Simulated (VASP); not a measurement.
# Mg8O9 (a cell with a defect) in VASP: a series of runs, part 3 of 3

VASP 6.6.1.

## 4. Single point, PBEsol, collinear spin, zero start

Input file INCAR:

```
SYSTEM = Mg8O9
PREC     = Accurate       ! precision mode
ENCUT    = 520            ! plane-wave cutoff, eV
EDIFF    = 1E-6           ! SCF threshold, eV
ISMEAR   = -1             ! smearing method
SIGMA    = 0.05           ! smearing width, eV
LREAL    = Auto         
LASPH    = .True.         ! aspherical terms in the spheres
NELM     = 150            ! most SCF steps
ALGO     = Normal         ! electronic algorithm
ISIF     = 2              ! what is computed and relaxed
LWAVE    = .False.        ! write WAVECAR
LCHARG   = .False.        ! write CHGCAR
ISPIN    = 2              ! spin polarisation
MAGMOM   = 0 0 0 0 0 0 0 0 0 0 0 0 0 0 0 0 0 ! initial moments
LORBIT   = 11             ! projections on sites
GGA      = PS             ! functional
NBANDS   = 53             ! bands
```

Input file KPOINTS:

```
Automatic mesh
0
Gamma
  2 2 2
  0 0 0
```

Input file POSCAR:

```
Mg8O9
1.0
    0.0000000000      3.8950000000      3.8950000000
    3.8950000000      0.0000000000      3.8950000000
    3.8950000000      3.8950000000      0.0000000000
Mg O
8 9
Direct
    0.0340436457     -0.0363029525     -0.0398202824
   -0.0704107831      0.0402952503      0.4456354300
    0.0074197689      0.4976379974     -0.0678818999
    0.0053145058      0.4525545571      0.4696020539
    0.5337483954      0.0186264442     -0.0867137356
    0.5098331194     -0.0295763800      0.4337612323
    0.5343260591      0.4744544288     -0.0732734275
    0.4927214377      0.5130038511      0.4449935815
    0.2782541720      0.2363286264      0.1809242619
    0.2880616175      0.2210012837      0.6544030809
    0.1800385109      0.7371116816      0.3234017972
    0.2637483954      0.7243902439      0.7052118100
    0.7528883184      0.2362259307      0.1666752246
    0.7876893453      0.2003979461      0.7166752246
    0.7606418485      0.7082156611      0.2165596919
    0.7730038511      0.7234531451      0.6943902439
    0.3825930680      0.7513992298      1.0712708601
```

Potentials or basis: VASP PAW PBE potentials, release 64 (Mg, O).

Launch:

```console
cat potpaw_PBE.64/Mg/POTCAR potpaw_PBE.64/O/POTCAR > POTCAR
mpirun -np 1 vasp_std > vasp.out
```

OUTCAR:

```text
SYSTEM = Mg8O9
   PREC = Accurate
   ENCUT = 520
   EDIFF = 1E-6
   ISMEAR = -1
   LREAL = Auto
   LASPH = .True.
   NELM = 150
   ISIF = 2
   ISPIN = 2
   LORBIT = 11
   GGA = PS

 ion  position               nearest neighbor table
   1  0.034  0.964  0.960-  13 1.89  17 1.91  14 1.91  12 1.93  10 2.01  15 2.06  11 2.08   2 2.65
                             4 2.70   3 2.73   7 2.73   5 2.75   6 2.76   6 2.77   7 2.79   5 2.79
   2  0.930  0.040  0.446-  11 1.74  14 1.75  13 1.81  16 1.90   9 2.16  12 2.32   5 2.40   8 2.51
                             6 2.56   4 2.58   1 2.65  17 2.68   3 2.70   3 2.86   1 2.96   4 2.99
   3  0.007  0.498  0.932-  16 1.84  12 1.89  15 1.94  13 2.01   9 2.02  10 2.16   8 2.68   4 2.69
                             7 2.69   2 2.70   1 2.73  11 2.74   5 2.75   5 2.78   1 2.80   7 2.83
   4  0.005  0.453  0.470-  14 1.83  10 1.84  11 1.87  16 1.94  15 1.94   9 1.98   7 2.56   2 2.58
                            17 2.66   3 2.69   1 2.70   6 2.72   8 2.74   6 2.80   8 2.80   1 2.82
   5  0.534  0.019  0.913-  17 1.68  14 1.71   9 1.90  10 1.98  16 2.02  15 2.09   2 2.40  11 2.53
                             7 2.55   8 2.66   6 2.68   3 2.75   1 2.75   3 2.78   1 2.79   6 2.85
   6  0.510  0.970  0.434-  10 1.84  15 1.87   9 1.89  12 1.92  13 1.98  16 2.04   8 2.54   2 2.56
                             5 2.68   4 2.72   7 2.73   1 2.76   1 2.77   7 2.79   4 2.80   5 2.85
   7  0.534  0.474  0.927-  17 1.71  13 1.79  14 1.89  16 1.90  12 1.92   9 1.93   5 2.55   4 2.56
                            11 2.60   8 2.67   3 2.69   6 2.73   1 2.73   6 2.79   1 2.79   3 2.83
   8  0.493  0.513  0.445-  11 1.77  15 1.82  12 1.84  10 1.96  17 2.02  13 2.16  14 2.21   2 2.51
                             6 2.54   5 2.66   7 2.67   3 2.68   4 2.74   4 2.80   3 2.83   7 2.85
   9  0.278  0.236  0.181-   6 1.89   5 1.90   7 1.93   4 1.98   3 2.02   2 2.16
  10  0.288  0.221  0.654-   6 1.84   4 1.84   8 1.96   5 1.98   1 2.01   3 2.16
  11  0.180  0.737  0.323-  17 1.27   2 1.74   8 1.77   4 1.87   1 2.08   5 2.53   7 2.60   3 2.74

  12  0.264  0.724  0.705-   8 1.84   3 1.89   7 1.92   6 1.92   1 1.93   2 2.32
  13  0.753  0.236  0.167-   7 1.79   2 1.81   1 1.89   6 1.98   3 2.01   8 2.16
  14  0.788  0.200  0.717-   5 1.71   2 1.75   4 1.83   7 1.89   1 1.91   8 2.21
  15  0.761  0.708  0.217-   8 1.82   6 1.87   3 1.94   4 1.94   1 2.06   5 2.09
  16  0.773  0.723  0.694-   3 1.84   2 1.90   7 1.90   4 1.94   5 2.02   6 2.04
  17  0.383  0.751  0.071-  11 1.27   5 1.68   7 1.71   1 1.91   8 2.02   4 2.66   2 2.68

  LATTYP: Found a face centered cubic cell.
 ALAT       =     7.7900000000

  Lattice vectors:

 A1 = (   0.0000000000,   3.8950000000,   3.8950000000)
 A2 = (   3.8950000000,   0.0000000000,   3.8950000000)
 A3 = (   3.8950000000,   3.8950000000,   0.0000000000)

Analysis of symmetry for initial positions (statically):
=====================================================================
 Subroutine PRICEL returns:
 Original cell was already a primitive cell.

 Routine SETGRP: Setting up the symmetry group for a
 face centered cubic supercell.

 Subroutine GETGRP returns: Found  1 space group operations
 (whereof  1 operations were pure point group operations)
 out of a pool of 48 trial point group operations.

The static configuration has the point symmetry C_1 .

Analysis of symmetry for dynamics (positions and initial velocities):
=====================================================================
 Subroutine PRICEL returns:
 Original cell was already a primitive cell.

 Routine SETGRP: Setting up the symmetry group for a
 face centered cubic supercell.

 Subroutine GETGRP returns: Found  1 space group operations
 (whereof  1 operations were pure point group operations)
 out of a pool of 48 trial point group operations.

The dynamic configuration has the point symmetry C_1 .

Analysis of structural, dynamic, and magnetic symmetry:
[... 149 lines left out ...]
   GGA     = PS    functional components
   LHFCALC =     F    Hartree Fock is set to
   AEXX    =    0.0000 exact exchange contribution
   IVDW    =     0    specifies the selected vdW correction
   LEPSILON=     F    determine dielectric tensor
   LRPA    =     F    only Hartree local field effects (RPA)
 spin polarized calculation
  energy-cutoff  :      520.00
  volume of cell :      118.18
 maximum number of plane-waves:      3218
 NGX is ok and might be reduce to    42
   NGX = 21   NGY = 21   NGZ = 21

 number of electron      70.0000001 magnetization      -0.0000000

 number of electron      70.0000001 magnetization       0.0000000

 Free energy of the ion-electron system (eV)
  ---------------------------------------------------
  ext. energy  EPLUGINS =         0.00000000
  ---------------------------------------------------
  free energy    TOTEN  =       -90.00651375 eV

  energy without entropy =      -90.00651375  energy(sigma->0) =      -90.00651375

 E-fermi :   8.2929     XC(G=0): -12.7688

 val. band max:        7.1338647964   @ k =   0.5000   0.0000   0.5000
 cond. band min:      12.5051231226   @ k =   0.0000   0.0000   0.0000
 fundamental gap:      5.3712583263
 Fermi energy:         8.2929254872

 spin component 1

 k-point     1 :       0.0000    0.0000    0.0000
  band No.  band energies     occupation
      1     -18.8976      1.00000
      2     -12.9143      1.00000
      3     -11.4920      1.00000
      4     -11.0122      1.00000
      5     -10.8809      1.00000
      6     -10.7827      1.00000
[... 389 lines left out ...]
     46      18.4199      0.00000
     47      18.5460      0.00000
 Fermi energy:         8.2929254872

 spin component 2

 k-point     1 :       0.0000    0.0000    0.0000
  band No.  band energies     occupation
      1     -18.8976      1.00000
      2     -12.9143      1.00000
      3     -11.4920      1.00000
      4     -11.0122      1.00000
      5     -10.8809      1.00000
      6     -10.7827      1.00000
[... 389 lines left out ...]
     46      18.4199      0.00000
     47      18.5460      0.00000
 [bands above 47 left out]

------------------------ aborting loop because EDIFF is reached ----------------------------------------

  FORCE on cell =-STRESS in cart. coord.  units (eV):
  Direction    XX          YY          ZZ          XY          YZ          ZX
  --------------------------------------------------------------------------------------
  -------------------------------------------------------------------------------------
  Total       81.8731314     65.1661791     78.6954418      2.9350114     -1.2835208     -6.7107844
  in kB     1109.9402534    883.4469141   1066.8608501     39.7894551    -17.4004747    -90.9769740
  external PRESSURE =    1020.0826725 kB  Pullay stress =       0.0000000 kB

 VOLUME and BASIS-vectors are now :
 -----------------------------------------------------------------------------
  energy-cutoff  :      520.00
  volume of cell :      118.18
      direct lattice vectors                 reciprocal lattice vectors
     0.000000000  3.895000000  3.895000000    -0.128369705  0.128369705  0.128369705
     3.895000000  0.000000000  3.895000000     0.128369705 -0.128369705  0.128369705
     3.895000000  3.895000000  0.000000000     0.128369705  0.128369705 -0.128369705

 POSITION                                       TOTAL-FORCE (eV/Angst)
 -----------------------------------------------------------------------------------
      7.49350      3.87250      3.88620        -0.946356     -0.316211     -0.151488
      1.89270      5.35650      3.77770        -1.331066      2.394154      1.723327
      5.56890      3.65950      1.96720        -0.540036      1.235885     -0.377378
      3.59180      1.84980      1.78340        -0.463033     -0.817973      1.448850
      3.62980      5.63620      2.15150         0.584701      0.038872     -0.891756
      5.46930      3.67530      5.76560         0.421689      0.534151      0.068694
[... 9 lines left out ...]
      5.52250      5.71550      5.82870         0.092577     -1.668532      0.252010
      3.20430      1.76780      4.41690        -3.487274     -0.877306      2.081313
 -----------------------------------------------------------------------------------
    total drift:                               -0.002475      0.002443     -0.008420

  FREE ENERGIE OF THE ION-ELECTRON SYSTEM (eV)
  ---------------------------------------------------
  free  energy   TOTEN  =       -90.0065137464 eV

  energy  without entropy=      -90.0065137463  energy(sigma->0) =      -90.00651375

 total charge

# of ion       s       p       d       tot
------------------------------------------
    1        0.186   0.272   0.151   0.609
    2        0.234   0.343   0.188   0.766
    3        0.193   0.273   0.141   0.607
    4        0.211   0.315   0.172   0.699
    5        0.236   0.359   0.203   0.799
    6        0.203   0.299   0.160   0.662
[... 9 lines left out ...]
   16        1.552   3.727   0.000   5.279
   17        1.604   3.785   0.000   5.389
--------------------------------------------------
tot         15.772  36.074   1.396  53.242

 magnetization (x)

# of ion       s       p       d       tot
------------------------------------------
    1       -0.000   0.000   0.000   0.000
    2        0.000  -0.000  -0.000  -0.000
    3       -0.000   0.000   0.000   0.000
    4       -0.000  -0.000   0.000  -0.000
    5       -0.000  -0.000  -0.000  -0.000
    6       -0.000   0.000   0.000   0.000
[... 9 lines left out ...]
   16       -0.000  -0.000   0.000  -0.000
   17       -0.000   0.000   0.000  -0.000
--------------------------------------------------
tot         -0.000  -0.000  -0.000  -0.000
```

It took 3.5 min on 1 thread of Intel Xeon Platinum 8375C at 2.90GHz (Ice Lake), shared host; peak memory 0.34 GiB.

What came out:

```yaml
Free_energy: -90.0065 eV
Pressure: 102.0 GPa
Largest_force: 7.118 eV/Å
Band_gap_on_the_k_mesh: 5.37 eV
Net_moment: 0.00 μB per cell
Valence_electrons_inside_the_program's_atomic_spheres: Mg 0.61, 0.77, 0.70, 0.80, 0.66, 0.69 (each value once); O 5.22, 5.25, 5.35, 5.26, 5.28, 5.34, 5.39 (each value once)
```

Forces on the atoms (eV/Å):
```
Mg  -0.946 -0.316 -0.151
Mg  -1.331  2.394  1.723
Mg  -0.540  1.236 -0.377
Mg  -0.463 -0.818  1.449
Mg   0.585  0.039 -0.892
Mg   0.422  0.534  0.069
Mg  -2.018 -1.396 -1.123
Mg  -1.925  1.222 -1.339
O    0.502 -1.742 -1.681
O    2.766  2.093  0.228
O    3.786 -1.816 -5.747
O    0.783  0.257  0.116
O    1.062  2.248  0.701
O    1.411 -1.580  2.454
O   -0.697  0.191  2.238
O    0.093 -1.669  0.252
O   -3.487 -0.877  2.081
```

Stress tensor (GPa, compression positive):
```
110.99   3.98  -9.10
  3.98  88.34  -1.74
 -9.10  -1.74 106.69
```

Caveat: the k points lie up to 0.70 Å⁻¹ apart; the PAW data sets were made with another functional, which shifts forces and pressure a little.

## 5. Summary

```csv
cell,gap on the mesh (eV),pressure (GPa),moment (μB),largest force (eV/Å)
"as given, atomic positions A",5.26,99.3,0.00,4.29
"as given, atomic positions B",5.40,100.9,0.00,4.12
"as given, atomic positions C",5.37,102.0,0.00,7.12
```

Alike in all rows: task single point; level PBEsol; potentials or basis VASP PAW PBE potentials, release 64 (Mg, O); spin collinear, zero start; k mesh 2 × 2 × 2; cutoff (eV) 520; smearing fermi-dirac 0.05 eV.

Caveats: all runs use coarse meshes; the PAW data sets were made with another functional, which shifts forces and pressure a little.

Absolute energies hang on the potentials; compare differences alone.
